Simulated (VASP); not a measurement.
# BAs (lda) (F-43m) in VASP: notebook, part 2 of 2

VASP 6.6.1. The steps go on from the part before.

## 3. Relaxation of cell and atoms, LDA

This run uses another cell than the first one, of 13.63 Å³/atom, 1.029 times its volume.

File INCAR:

```
SYSTEM = BAs
PREC = Accurate
ENCUT = 500
EDIFF = 1E-7
ISMEAR = 0
SIGMA = 0.02
LREAL = .FALSE.
LASPH = .TRUE.
NELM = 120
ALGO = Normal
ISIF = 3
LWAVE = .FALSE.
LCHARG = .FALSE.
IBRION = 2
NSW = 100
EDIFFG = -0.002
GGA_COMPAT = .FALSE.
NELMIN = 4
```

File KPOINTS:

```
Automatic mesh
0
G
  8 8 8
  0 0 0
```

File POSCAR:

```
BAs
1.0
    0.0000000000      2.3885000000      2.3885000000
    2.3885000000      0.0000000000      2.3885000000
    2.3885000000      2.3885000000      0.0000000000
B As
1 1
Direct
    0.0000000000      0.0000000000      0.0000000000
    0.2500000000      0.2500000000      0.2500000000
```

Potentials or basis: VASP PAW LDA potentials, release 64 (B, As).

Command:

```sh
cat potpaw_LDA.64/B/POTCAR potpaw_LDA.64/As/POTCAR > POTCAR
mpirun -np 1 vasp_std > vasp.out
```

OUTCAR:

```text
SYSTEM = BAs
   PREC = Accurate
   ENCUT = 500
   EDIFF = 1E-7
   ISMEAR = 0
   LREAL = .FALSE.
   LASPH = .TRUE.
   NELM = 120
   ISIF = 3
   IBRION = 2
   NSW = 100
   EDIFFG = -0.002
   NELMIN = 4

 ion  position               nearest neighbor table
   1  0.000  0.000  0.000-   2 2.07   2 2.07   2 2.07   2 2.07
   2  0.250  0.250  0.250-   1 2.07   1 2.07   1 2.07   1 2.07

  LATTYP: Found a face centered cubic cell.
 ALAT       =     4.7770000000

  Lattice vectors:

 A1 = (   0.0000000000,   2.3885000000,   2.3885000000)
 A2 = (   2.3885000000,   0.0000000000,   2.3885000000)
 A3 = (   2.3885000000,   2.3885000000,   0.0000000000)

Analysis of symmetry for initial positions (statically):
=====================================================================
 Subroutine PRICEL returns:
 Original cell was already a primitive cell.

 Routine SETGRP: Setting up the symmetry group for a
 face centered cubic supercell.

 Subroutine GETGRP returns: Found 24 space group operations
 (whereof 24 operations were pure point group operations)
 out of a pool of 48 trial point group operations.

The static configuration has the point symmetry T_d .

Analysis of symmetry for dynamics (positions and initial velocities):
=====================================================================
[... 170 lines left out ...]
  external PRESSURE =     -30.8287151 kB  Pullay stress =       0.0000000 kB
[... 59 lines left out ...]
--------------------------------------- Ionic step        3  -------------------------------------------

 number of electron       8.0000000 magnetization

 Free energy of the ion-electron system (eV)
  ---------------------------------------------------
  ext. energy  EPLUGINS =         0.00000000
  ---------------------------------------------------
  free energy    TOTEN  =       -12.92420393 eV

  energy without entropy =      -12.92420393  energy(sigma->0) =      -12.92420393

 E-fermi :   6.5311     XC(G=0): -10.8747

 val. band max:        6.4062000995   @ k =   0.0000   0.0000   0.0000
 cond. band min:       7.5246502249   @ k =   0.3750   0.3750   0.0000
 fundamental gap:      1.1184501253
 Fermi energy:         6.5311427872

 k-point     1 :       0.0000    0.0000    0.0000
  band No.  band energies     occupation
      1      -9.1702      2.00000
      2       6.4062      2.00000
      3       6.4062      2.00000
      4       6.4062      2.00000
      5       9.6834      0.00000
      6       9.6834      0.00000
      7       9.6834      0.00000
      8      11.3789      0.00000
[... 243 lines left out ...]
 k-point    24 :      -0.3750    0.2500    0.1250
  band No.  band energies     occupation
      1      -5.6548      2.00000
      2      -1.9719      2.00000
      3       1.7765      2.00000
      4       3.2589      2.00000
      5      10.3548      0.00000
      6      11.1952      0.00000
      7      13.9189      0.00000
      8      15.4784      0.00000

 [... further k-points ...]

------------------------ aborting loop because EDIFF is reached ----------------------------------------

  FORCE on cell =-STRESS in cart. coord.  units (eV):
  Direction    XX          YY          ZZ          XY          YZ          ZX
  --------------------------------------------------------------------------------------
  -------------------------------------------------------------------------------------
  Total       -0.0009527     -0.0009527     -0.0009527     -0.0000000     -0.0000000     -0.0000000
  in kB       -0.0572439     -0.0572439     -0.0572439     -0.0000000     -0.0000000     -0.0000000
  external PRESSURE =      -0.0572439 kB  Pullay stress =       0.0000000 kB
[... 17 lines left out ...]
  FREE ENERGIE OF THE ION-ELECTRON SYSTEM (eV)
  ---------------------------------------------------
  free  energy   TOTEN  =       -12.9242039335 eV

  energy  without entropy=      -12.9242039335  energy(sigma->0) =      -12.92420393

 reached required accuracy - stopping structural energy minimisation
```

OSZICAR:

```text
N       E                     dE             d eps       ncg     rms          rms(c)
DAV:   1     0.130575041835E+02    0.13058E+02   -0.38388E+03   464   0.849E+02
DAV:   2    -0.132787540921E+02   -0.26336E+02   -0.25198E+02   744   0.109E+02
DAV:   3    -0.136415318993E+02   -0.36278E+00   -0.36278E+00   496   0.174E+01
[... 23 lines left out ...]
DAV:   3    -0.129242498646E+02    0.62240E-03   -0.13530E-03   552   0.207E-01    0.451E-02
DAV:   4    -0.129242078011E+02    0.42063E-04   -0.67812E-05   600   0.544E-02    0.276E-02
DAV:   5    -0.129242040835E+02    0.37176E-05   -0.51579E-06   632   0.153E-02    0.136E-02
DAV:   6    -0.129242039360E+02    0.14750E-06   -0.30022E-07   464   0.381E-03    0.101E-03
DAV:   7    -0.129242039335E+02    0.24795E-08   -0.16566E-08   240   0.846E-04
   3 F= -.12924204E+02 E0= -.12924204E+02  d E =-.577136E-02
```

CONTCAR:

```text
BAs
   1.00000000000000
     0.0000000000000000    2.3711971916091517    2.3711971916091517
     2.3711971916091517    0.0000000000000000    2.3711971916091517
     2.3711971916091517    2.3711971916091517    0.0000000000000000
  B               As
     1     1
Direct
     0.0000000000000000    0.0000000000000000    0.0000000000000000
     0.2500000000000000    0.2500000000000000    0.2500000000000000

  0.00000000E+00  0.00000000E+00  0.00000000E+00
  0.00000000E+00  0.00000000E+00  0.00000000E+00
```

It took 9.6 s on 1 thread of Intel Xeon Platinum 8559C (Emerald Rapids), shared host; peak memory 0.14 GiB.

Results:

| Quantity | Value |
| --- | --- |
| Free energy | -12.9242 eV |
| Relaxed volume | 13.33 Å³/atom |
| Relaxed cell | a = 3.353 Å, b = 3.353 Å, c = 3.353 Å, α = 60.00°, β = 60.00°, γ = 60.00° |
| Space group after relaxing (to 0.05 Å) | F-43m (No. 216) |
| Energy gained by relaxing | 2.9 meV/atom |
| Ionic steps | 3 |
| Pressure after relaxing | 0.0 GPa |
| Band gap on the k mesh | 1.12 eV, indirect (least direct gap 3.28 eV) |

Step by step:
| step | energy change (eV) | largest force (eV/Å) | pressure (GPa) | volume (Å³) |
| --- | --- | --- | --- | --- |
| 1 | 0.0000 | 0.0000 | -3.08 | 27.25 |
| 2 | -0.0025 | 0.0000 | 2.49 | 26.23 |
| 3 | -0.0058 | 0.0000 | -0.01 | 26.66 |

Final structure:
```
B As
1.0
     0.00000    2.37120    2.37120
     2.37120    0.00000    2.37120
     2.37120    2.37120    0.00000
B As
1 1
Direct
  0.00000 0.00000 0.00000
  0.25000 0.25000 0.25000
```

Levels at points of the mesh, in eV from the valence-band top:
```csv
k point,band 2,band 3,band 4,band 5,band 6,band 7
"(0.00, 0.00, 0.00)",0.00,0.00,0.00,3.28,3.28,3.28
"(0.50, 0.00, 0.00)",-8.92,-1.85,-1.85,2.82,4.78,4.78
"(0.50, 0.50, 0.00)",-8.55,-4.17,-4.17,1.32,1.39,11.44
```

A k mesh can miss the band edges. Expect the measured gap to be larger: semilocal functionals such as LDA lack the derivative discontinuity.
